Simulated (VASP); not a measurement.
Write the native input for VASP 6.6.1 that does the following.

| Property | Result |
| --- | --- |
| Task | single point |
| Functional | PBE |
| Potentials or basis | VASP PAW PBE potentials, release 64 (Sc_sv, In_d, N) |
| Cutoff | 520 eV |
| k mesh | 6 × 6 × 2 |
| Occupations | gaussian, width 0.1 eV |
| Spin | no spin polarisation |
| Dipole correction | no |
| Further INCAR settings | ALGO = Normal; EDIFF = 1e-06; NBANDS = 34 |

The structure of Sc2InN3 lies in POSCAR:

```
Sc2InN3
1.0
    3.4264760500      0.0000000000      0.0000000000
   -1.7132380200      2.9674153000      0.0000000000
    0.0000000000      0.0000000000      8.3872187400
Sc In N
2 1 3
Direct
    0.3333333300      0.6666666700      0.6559943000
    0.6666666700      0.3333333300      0.3440057000
    0.0000000000      0.0000000000      0.0000000000
    0.3333333300      0.6666666700      0.1659022100
    0.6666666700      0.3333333300      0.8340977900
    0.0000000000      0.0000000000      0.5000000000
```

These files were run (other wordings do the same):

INCAR

```
SYSTEM = Sc2InN3
PREC = Accurate
ENCUT = 520
EDIFF = 1E-6
ISMEAR = 0
SIGMA = 0.1
LREAL = .False.
LASPH = .True.
NELM = 60
ALGO = Normal
ISIF = 2
LWAVE = .False.
LCHARG = .False.
GGA = PE
NBANDS = 34
```

KPOINTS

```
regular mesh
0
Gamma
  6 6 2
  0 0 0
```

Potentials or basis: VASP PAW PBE potentials, release 64 (Sc_sv, In_d, N).

Command:

```sh
$ cat potpaw_PBE.64/Sc_sv/POTCAR potpaw_PBE.64/In_d/POTCAR potpaw_PBE.64/N/POTCAR > POTCAR
$ mpirun -np 1 vasp_std > vasp.out
```

It gave:

```
Pressure               : -20.8 GPa
Largest force          : 1.783 eV/Å
Band gap on the k mesh : 0.46 eV, indirect (least direct gap 1.12 eV)
```

Caveat: spin-orbit coupling is left out, which moves the levels of the heavy elements; forces of over 1 eV/Å act on the atoms, so gaps and moduli don't describe the material at rest.

It took 65 s on 1 thread of Intel(R) Xeon(R) Platinum 8259CL CPU @ 2.50GHz (Skylake/Cascade Lake) (shared host), peak memory 0.22 GiB.
